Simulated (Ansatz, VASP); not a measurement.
## Two plane-wave programs on Ru

```
Ru
1.0
     2.72074    0.00000    0.00000
    -1.36037    2.35623    0.00000
     0.00000    0.00000   24.59210
Ru
5
Direct
  0.00000 0.00000 0.32802
  0.33333 0.66667 0.41203
  0.00000 0.00000 0.50000
  0.33333 0.66667 0.58797
  0.00000 0.00000 0.67198
```

Alike in both runs: task single point; functional PBE; k mesh 14 × 14 × 1; occupations fermi-dirac, width 0.08 eV; no spin polarisation.

```csv
,VASP,Ansatz
version,VASP 6.6.1,Ansatz 0.2.0
potentials or method,"VASP PAW PBE potentials, release 64 (Ru_pv)","PAW with Ansatz's default frozen-core files, scalar-relativistic"
plane-wave cutoff (eV),400,420
valence electrons in the cell,70,80
```

|  | VASP | Ansatz | Ansatz less VASP |
| --- | --- | --- | --- |
| rms of the force components (eV/Å) | 0.007 | 0.001 | -0.0057 |

Atom by atom the forces differ by 0.006 eV/Å (rms over components). VASP's potentials hold 70 valence electrons a cell and Ansatz's 80, so a difference there can come from the potentials and not from the codes. Ansatz's warnings: xc potential rough in thin density.
